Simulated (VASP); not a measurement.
# TePb (Fm-3m) in VASP: notebook, part 2 of 2

VASP 6.6.1. The steps go on from the part before.

## Step 3: Relaxation of cell and atoms, PBEsol, target pressure 7 GPa, at which the enthalpy is minimised

Contents of INCAR:

```
PREC = Accurate
ENCUT = 600
EDIFF = 1E-6
ISMEAR = 0
SIGMA = 0.01
LREAL = False
LASPH = True
NELM = 100
ALGO = Normal
ISIF = 3
LWAVE = False
LCHARG = False
GGA = PS
IBRION = 2
NSW = 100
EDIFFG = -0.002
PSTRESS = 70.0
```

Contents of KPOINTS:

```
Automatic mesh
0
Gamma
  8 8 8
```

Contents of POSCAR:

```
TePb
1.0
    0.0000000000      3.2213304674      3.2213304674
    3.2213304674      0.0000000000      3.2213304674
    3.2213304674      3.2213304674      0.0000000000
Te Pb
1 1
Direct
    0.5000000000      0.5000000000      0.5000000000
    0.0000000000      0.0000000000      0.0000000000
```

Potentials or basis: VASP PAW PBE potentials, release 64 (Te, Pb_d).

Started as:

```
$ cat potpaw_PBE.64/Te/POTCAR potpaw_PBE.64/Pb_d/POTCAR > POTCAR
$ mpirun -np 1 vasp_std > vasp.out
```

OUTCAR:

```text
PREC = Accurate
   ENCUT = 600
   EDIFF = 1E-6
   ISMEAR = 0
   LREAL = False
   LASPH = True
   NELM = 100
   ISIF = 3
   GGA = PS
   IBRION = 2
   NSW = 100
   EDIFFG = -0.002
   PSTRESS = 70.0

 ion  position               nearest neighbor table
   1  0.500  0.500  0.500-   2 3.22   2 3.22   2 3.22   2 3.22   2 3.22   2 3.22
   2  0.000  0.000  0.000-   1 3.22   1 3.22   1 3.22   1 3.22   1 3.22   1 3.22

  LATTYP: Found a face centered cubic cell.
 ALAT       =     6.4426609348

  Lattice vectors:

 A1 = (   0.0000000000,   3.2213304674,   3.2213304674)
 A2 = (   3.2213304674,   0.0000000000,   3.2213304674)
 A3 = (   3.2213304674,   3.2213304674,   0.0000000000)

Analysis of symmetry for initial positions (statically):
=====================================================================
 Subroutine PRICEL returns:
 Original cell was already a primitive cell.

 Routine SETGRP: Setting up the symmetry group for a
 face centered cubic supercell.

 Subroutine GETGRP returns: Found 48 space group operations
 (whereof 48 operations were pure point group operations)
 out of a pool of 48 trial point group operations.

The static configuration has the point symmetry O_h .

Analysis of symmetry for dynamics (positions and initial velocities):
=====================================================================
 Subroutine PRICEL returns:
 Original cell was already a primitive cell.

 Routine SETGRP: Setting up the symmetry group for a
 face centered cubic supercell.

 Subroutine GETGRP returns: Found 48 space group operations
 (whereof 48 operations were pure point group operations)
 out of a pool of 48 trial point group operations.

The dynamic configuration has the point symmetry O_h .

 Subroutine INISYM returns: Found 48 space group operations
 (whereof 48 operations are pure point group operations),
 and found     1 'primitive' translations

----------------------------------------------------------------------------------------

                                     Primitive cell

  volume of cell :      66.8553

  direct lattice vectors                    reciprocal lattice vectors
     0.000000000  3.221330467  3.221330467    -0.155215370  0.155215370  0.155215370
     3.221330467  0.000000000  3.221330467     0.155215370 -0.155215370  0.155215370
     3.221330467  3.221330467  0.000000000     0.155215370  0.155215370 -0.155215370

  length of vectors
     4.555649236  4.555649236  4.555649236     0.268840907  0.268840907  0.268840907

  position of ions in fractional coordinates (direct lattice)
     0.500000000  0.500000000  0.500000000
     0.000000000  0.000000000  0.000000000

  ion indices of the primitive-cell ions
   primitive index   ion index
                 1           1
                 2           2

----------------------------------------------------------------------------------------

 KPOINTS: Automatic mesh

Automatic generation of k-mesh.
 Grid dimensions read from file:
 generate k-points for:    8    8    8

 Generating k-lattice:

  Cartesian coordinates                     Fractional coordinates (reciprocal lattice)
    -0.019401921  0.019401921  0.019401921     0.125000000  0.000000000  0.000000000
     0.019401921 -0.019401921  0.019401921     0.000000000  0.125000000  0.000000000
     0.019401921  0.019401921 -0.019401921     0.000000000  0.000000000  0.125000000

  Length of vectors
     0.033605113  0.033605113  0.033605113

  Shift w.r.t. Gamma in fractional coordinates (k-lattice)
     0.000000000  0.000000000  0.000000000

 Subroutine IBZKPT returns following result:
 ===========================================

 Found     29 irreducible k-points:

 Following reciprocal coordinates:
            Coordinates               Weight
  0.000000  0.000000  0.000000      1.000000
  0.125000  0.000000  0.000000      8.000000
  0.250000  0.000000  0.000000      8.000000
  0.375000  0.000000  0.000000      8.000000
  0.500000  0.000000  0.000000      4.000000
  0.125000  0.125000  0.000000      6.000000
[... 16 lines left out ...]
  0.500000  0.250000  0.125000     48.000000
 -0.375000  0.250000  0.125000     24.000000
 [... further k-points ...]
   k-points           NKPTS =     29   k-points in BZ     NKDIM =     29   number of bands    NBANDS=     14
   number of dos      NEDOS =    301   number of ions     NIONS =      2
   total plane-waves  NPLWV =  46656
   dimension x,y,z NGX =    36 NGY =   36 NGZ =   36
   dimension x,y,z NGXF=    72 NGYF=   72 NGZF=   72
   ions per type =               1   1
   NGX,Y,Z   is equivalent  to a cutoff of  13.14, 13.14, 13.14 a.u.
   NGXF,Y,Z  is equivalent  to a cutoff of  26.27, 26.27, 26.27 a.u.
 SYSTEM =  unknown system
   PREC   = accura    normal or accurate (medium, high low for compatibility)
   ISTART =      0    job   : 0-new  1-cont  2-samecut
   ICHARG =      2    charge: 1-file 2-atom 10-const
   ISPIN  =      1    spin polarized calculation?
   LNONCOLLINEAR =      F non collinear calculations
   LSORBIT =      F    spin-orbit coupling
   LASPH  =      T    aspherical Exc in radial PAW
   ENCUT  =  600.0 eV  44.10 Ry    6.64 a.u.   9.10  9.10  9.10*2*pi/ulx,y,z
   NELM   =    100;   NELMIN=  2; NELMDL= -5     # of ELM steps
   EDIFF  = 0.1E-05   stopping-criterion for ELM
   LREAL  =      F    real-space projection
   EDIFFG = -.2E-02   stopping-criterion for IOM
   NSW    =    100    number of steps for IOM
   IBRION =      2    ionic relax: 0-MD 1-quasi-New 2-CG
   NFREE  =      1    steps in history (QN), initial steepest desc. (CG)
   ISIF   =      3    stress and relaxation
   ISYM   =      2    0-nonsym 1-usesym 2-fastsym
   POTIM  = 0.5000    time-step for ionic-motion
   TEBEG  =    0.0;   TEEND  =   0.0 temperature during run
   PSTRESS=   70.0 pullay stress
   NELECT =      20.0000    total number of electrons
   NUPDOWN=      -1.0000    fix difference up-down
   EMIN   =  10.00;   EMAX   =-10.00  energy-range for DOS
   EFERMI =   0.00;   METHOD = LEGACY
   ISMEAR =     0;   SIGMA  =   0.01  broadening in eV -4-tet -1-fermi 0-gaus
   EFERMI_NEDOS =   21; number of points for ismear=-14 and -15
   IALGO  =     38    algorithm
   IMIX   =      4    mixing-type and parameters
     AMIX     =   0.40;   BMIX     =  1.00
     AMIX_MAG =   1.60;   BMIX_MAG =  1.00
  volume/ion in A,a.u.               =      33.43       225.58
  Fermi-wavevector in a.u.,A,eV,Ry     =   1.094896  2.069053 16.310628  1.198797
  Thomas-Fermi vector in A             =   2.231209
   LORBIT       =      0    0 simple, 1 ext, 2 COOP (PROOUT), +10 PAW based schemes
   GGA     = PS    functional components
   LHFCALC =     F    Hartree Fock is set to
   AEXX    =    0.0000 exact exchange contribution
   IVDW    =     0    specifies the selected vdW correction
   LEPSILON=     F    determine dielectric tensor
   LRPA    =     F    only Hartree local field effects (RPA)
 conjugate gradient relaxation of ions
 non-spin polarized calculation
 Gauss-broadening in eV      SIGMA  =   0.01
  energy-cutoff  :      600.00
  volume of cell :       66.86
 maximum number of plane-waves:      2252
   NGX = 19   NGY = 19   NGZ = 19

--------------------------------------- Ionic step        1  -------------------------------------------

 number of electron      20.0000002 magnetization

 Free energy of the ion-electron system (eV)
  ---------------------------------------------------
  ext. energy  EPLUGINS =         0.00000000
  ---------------------------------------------------
  free energy    TOTEN  =        -8.25916500 eV

  energy without entropy =       -8.25916500  energy(sigma->0) =       -8.25916500

 E-fermi :   5.6922     XC(G=0):  -9.5106

 val. band max:        5.5775071044   @ k =   0.5000   0.0000   0.0000
 cond. band min:       6.2268876760   @ k =   0.5000   0.0000   0.0000
 fundamental gap:      0.6493805716
 Fermi energy:         5.6922353176

 k-point     1 :       0.0000    0.0000    0.0000
  band No.  band energies     occupation
      1     -11.0673      2.00000
      2     -11.0673      2.00000
      3     -11.0556      2.00000
      4     -11.0556      2.00000
      5     -11.0556      2.00000
      6      -6.5324      2.00000
      7      -0.0154      2.00000
      8       4.2087      2.00000
      9       4.2087      2.00000
     10       4.2087      2.00000
     11       9.6439      0.00000
     12       9.6439      0.00000
     13       9.6439      0.00000
     14      11.3139      0.00000
[... 540 lines left out ...]
  enthalpy is  TOTEN    =        -5.5174960228 eV   P V=        2.5936510709

--------------------------------------- Ionic step        5  -------------------------------------------

 number of electron      20.0000002 magnetization

 Free energy of the ion-electron system (eV)
  ---------------------------------------------------
  ext. energy  EPLUGINS =         0.00000000
  ---------------------------------------------------
  free energy    TOTEN  =        -8.11413551 eV

  energy without entropy =       -8.11413551  energy(sigma->0) =       -8.11413551

 E-fermi :   7.3314     XC(G=0): -10.0479

 val. band max:        7.2645418821   @ k =   0.5000   0.0000   0.0000
 cond. band min:       7.6119623407   @ k =   0.5000   0.0000   0.0000
 fundamental gap:      0.3474204586
 Fermi energy:         7.3313820467

 k-point     1 :       0.0000    0.0000    0.0000
  band No.  band energies     occupation
      1      -9.6948      2.00000
      2      -9.6948      2.00000
      3      -9.6722      2.00000
      4      -9.6722      2.00000
      5      -9.6722      2.00000
      6      -5.9735      2.00000
      7       1.9474      2.00000
      8       5.3600      2.00000
      9       5.3600      2.00000
     10       5.3600      2.00000
     11      11.3824      0.00000
     12      11.3824      0.00000
     13      11.3824      0.00000
     14      12.6573      0.00000
[... 420 lines left out ...]
  FREE ENERGIE OF THE ION-ELECTRON SYSTEM (eV)
  ---------------------------------------------------
  free  energy   TOTEN  =        -8.1141355072 eV

  energy  without entropy=       -8.1141355072  energy(sigma->0) =       -8.11413551

  enthalpy is  TOTEN    =        -5.5174954494 eV   P V=        2.5966400578

 reached required accuracy - stopping structural energy minimisation
```

Run time: 1.8 min. Hardware: 1 thread of Intel Xeon 8259CL, shared host; peak memory 0.23 GiB.

Results:

```yaml
Free_energy: -8.1141 eV
Relaxed_volume: 29.72 Å³/atom
Relaxed_cell: a = 4.380 Å, b = 4.380 Å, c = 4.380 Å, α = 60.00°, β = 60.00°, γ = 60.00°
Space_group_after_relaxing_to_0.1_Å: Fm-3m (No. 225)
Energy_change_on_relaxing_the_run_minimises_the_enthalpy: +72.5 meV/atom
Ionic_steps: 5
Pressure_after_relaxing: 7.0 GPa
Band_gap_on_the_k_mesh: 0.35 eV
```

Step by step:
```tsv
step	energy change (eV)	largest force (eV/Å)	pressure (GPa)	volume (Å³)
1	0.0000	0.0000	0.01	66.86
2	0.5453	0.0000	16.22	53.71
3	0.1419	0.0000	6.86	59.51
4	0.1480	0.0000	7.05	59.36
5	0.1450	0.0000	6.99	59.43
```

Final structure:
```
Te Pb
1.0
     0.00000    3.09741    3.09741
     3.09741    0.00000    3.09741
     3.09741    3.09741    0.00000
Te Pb
1 1
Direct
  0.50000 0.50000 0.50000
  0.00000 0.00000 0.00000
```

Caveat: the cell is relaxed towards a set pressure, so the run minimises the enthalpy, not the energy; the PAW data sets were made with another functional, which shifts forces and pressure a little; spin-orbit coupling is left out, which moves the levels of the heavy elements. A k mesh can miss the band edges.

## Step 4: Relaxation of cell and atoms, PBEsol, target pressure 10 GPa, at which the enthalpy is minimised

Contents of INCAR:

```
PREC = Accurate ; ENCUT = 600
EDIFF = 1E-7 ; ISMEAR = 0
SIGMA = 0.01 ; LREAL = F
LASPH = T ; NELM = 60
ALGO = Normal ; ISIF = 3
LWAVE = F ; LCHARG = F
GGA = PS ; IBRION = 2
NSW = 100 ; EDIFFG = -0.002
PSTRESS = 100.0
```

Contents of KPOINTS:

```
regular mesh
0
Gamma
  8 8 8
```

POSCAR is that of step 3.

Started as:

```
$ cat potpaw_PBE.64/Te/POTCAR potpaw_PBE.64/Pb_d/POTCAR > POTCAR
$ mpirun -np 1 vasp_std > vasp.out
```

Run time: 3 min. Hardware: 1 thread of Intel Xeon 8259CL, shared host; peak memory 0.23 GiB.

It converged, with:

* Free energy: -7.9980 eV
* Relaxed volume: 28.61 Å³/atom
* Relaxed cell: a = 4.325 Å, b = 4.325 Å, c = 4.325 Å, α = 60.00°, β = 60.00°, γ = 60.00°
* Space group after relaxing (to 0.1 Å): Fm-3m (No. 225)
* Energy change on relaxing (the run minimises the enthalpy): +130.6 meV/atom
* Ionic steps: 7
* Pressure after relaxing: 10.0 GPa
* Band gap on the k mesh: 0.23 eV

Step by step:
| step | energy change (eV) | largest force (eV/Å) | pressure (GPa) | volume (Å³) |
| --- | --- | --- | --- | --- |
| 1 | 0.0000 | 0.0000 | 0.02 | 66.86 |
| 2 | 1.2419 | 0.0000 | 29.14 | 48.66 |
| 3 | 0.2447 | 0.0000 | 9.59 | 57.49 |
| 4 | 0.2587 | 0.0000 | 9.94 | 57.26 |
| 5 | 0.2702 | 0.0000 | 10.22 | 57.08 |
| 6 | 0.2519 | 0.0000 | 9.77 | 57.38 |
| 7 | 0.2611 | 0.0000 | 10.00 | 57.23 |

Final structure:
```
CELL_PARAMETERS angstrom
0.00000 3.05858 3.05858
3.05858 0.00000 3.05858
3.05858 3.05858 0.00000
ATOMIC_POSITIONS crystal
Te 0.50000 0.50000 0.50000
Pb 0.00000 0.00000 0.00000
```

Levels at points of the mesh, in eV from the valence-band top:
| k point | band 6 | band 7 | band 8 | band 9 | band 10 | band 11 | band 12 | band 13 | band 14 |
| --- | --- | --- | --- | --- | --- | --- | --- | --- | --- |
| (0.00, 0.00, 0.00) | -13.65 | -5.22 | -2.10 | -2.10 | -2.10 | 4.12 | 4.12 | 4.12 | 5.27 |
| (0.50, 0.00, 0.00) | -11.72 | -9.73 | -1.49 | -1.49 | 0.00 | 0.23 | 0.69 | 0.69 | 8.41 |
| (0.50, 0.50, 0.00) | -11.25 | -7.70 | -6.02 | -3.93 | -3.93 | 2.36 | 5.99 | 5.99 | 7.58 |

Caveat: the cell is relaxed towards a set pressure, so the run minimises the enthalpy, not the energy; the PAW data sets were made with another functional, which shifts forces and pressure a little; spin-orbit coupling is left out, which moves the levels of the heavy elements. A k mesh can miss the band edges.

## Step 5: Relaxation of cell and atoms, PBEsol, target pressure 15 GPa, at which the enthalpy is minimised

Contents of INCAR:

```
  ALGO = Normal
  EDIFF = 1E-6
  EDIFFG = -0.002
  ENCUT = 600
  GGA = PS
  IBRION = 2
  ISIF = 3
  ISMEAR = 0
  LASPH = T
  LCHARG = F
  LREAL = F
  LWAVE = F
  NELM = 60
  NSW = 100
  PREC = Accurate
  PSTRESS = 150.0
  SIGMA = 0.01
```

Contents of KPOINTS:

```
k-points
0
Gamma
  8 8 8
```

POSCAR is that of step 4.

Started as:

```
$ cat potpaw_PBE.64/Te/POTCAR potpaw_PBE.64/Pb_d/POTCAR > POTCAR
$ mpirun -np 1 vasp_std > vasp.out
```

Wall time 2.7 min (1 thread of Intel Xeon 8259CL, shared host); peak memory 0.24 GiB.

It converged, with:

```
Free energy                                                : -7.7732 eV
Relaxed volume                                             : 27.16 Å³/atom
Relaxed cell                                               : a = 4.251 Å, b = 4.251 Å, c = 4.251 Å, α = 60.00°, β = 60.00°, γ = 60.00°
Space group after relaxing (to 0.1 Å)                      : Fm-3m (No. 225)
Energy change on relaxing (the run minimises the enthalpy) : +243.0 meV/atom
Ionic steps                                                : 8
Pressure after relaxing                                    : 15.0 GPa
Band gap on the k mesh                                     : 0.06 eV
```

Step by step:
| step | energy change (eV) | largest force (eV/Å) | pressure (GPa) | volume (Å³) |
| --- | --- | --- | --- | --- |
| 1 | 0.0000 | 0.0000 | 0.01 | 66.86 |
| 2 | 3.4301 | 0.0000 | 65.94 | 40.93 |
| 3 | 0.4137 | 0.0000 | 13.47 | 55.13 |
| 4 | 0.4668 | 0.0000 | 14.63 | 54.53 |
| 5 | 0.4881 | 0.0000 | 15.06 | 54.30 |
| 6 | 0.4814 | 0.0000 | 14.95 | 54.37 |
| 7 | 0.4843 | 0.0000 | 14.95 | 54.34 |
| 8 | 0.4860 | 0.0000 | 14.99 | 54.32 |

Final structure:
```xyz
2
Lattice="0.0000 3.0059 3.0059 3.0059 0.0000 3.0059 3.0059 3.0059 0.0000" Properties=species:S:1:pos:R:3 pbc="T T T"
Te    3.0059    3.0059    3.0059
Pb    0.0000    0.0000    0.0000
```

Levels at points of the mesh, in eV from the valence-band top:
```tsv
k point	band 7	band 8	band 9	band 10	band 11	band 12	band 13	band 14
(0.00, 0.00, 0.00)	-5.09	-2.38	-2.38	-2.38	4.10	4.10	4.10	5.08
(0.50, 0.00, 0.00)	-10.17	-1.71	-1.71	0.00	0.06	0.46	0.46	8.44
(0.50, 0.50, 0.00)	-7.86	-6.57	-4.34	-4.34	2.05	6.14	6.14	7.85
```

Caveat: the cell is relaxed towards a set pressure, so the run minimises the enthalpy, not the energy; the volume moved by over 15 % at a fixed basis, so the end points are rough; the PAW data sets were made with another functional, which shifts forces and pressure a little; spin-orbit coupling is left out, which moves the levels of the heavy elements. A k mesh can miss the band edges.

## Step 6: The runs side by side

```csv
cell,gap on the mesh (eV),pressure (GPa)
relaxed to 4 GPa,0.47,4.0
relaxed to 7 GPa,0.35,7.0
relaxed to 10 GPa,0.23,10.0
relaxed to 15 GPa,0.06,15.0
```

Alike in all rows: task relaxation of cell and atoms; level PBEsol; potentials or basis VASP PAW PBE potentials, release 64 (Te, Pb_d); no spin polarisation; k mesh 8 × 8 × 8; cutoff (eV) 600; smearing gaussian 0.01 eV.

Caveats: the cell is relaxed towards a set pressure, so the run minimises the enthalpy, not the energy; the PAW data sets were made with another functional, which shifts forces and pressure a little; spin-orbit coupling is left out, which moves the levels of the heavy elements; the volume moved by over 15 % at a fixed basis, so the end points are rough (at least some runs).

Total energies depend on the potentials used, so only differences within one code and one set of settings carry meaning.
